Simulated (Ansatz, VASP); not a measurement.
One calculation of SiC, two programs

```
Si C
1.0
     0.00000    2.04000    2.04000
     2.04000    0.00000    2.04000
     2.04000    2.04000    0.00000
Si C
1 1
Direct
  0.00000 0.00000 0.00000
  0.50000 0.50000 0.50000
```

Alike in both runs: task single point; functional LDA; k mesh 16 × 16 × 16; occupations gaussian, width 0.05 eV; no spin polarisation.

|  | VASP | Ansatz |
| --- | --- | --- |
| version | VASP 6.6.1 | Ansatz 0.2.0 |
| potentials or method | VASP PAW LDA potentials, release 64 (Si, C), cutoff 520 eV | scalar-relativistic, plane waves, PAW |
| valence electrons in the cell | 8 | 8 |

|  | VASP | Ansatz | Ansatz less VASP |
| --- | --- | --- | --- |
| gap on the k mesh at the Fermi level (eV) | none | none | - |
| pressure (GPa) | -12.2 | -12.8 | -0.65 |

LDA's correlation is that of Perdew and Zunger in VASP and of Perdew and Wang (1992) in Ansatz. A gap of «none» marks a metal or a gap that the smearing closes.
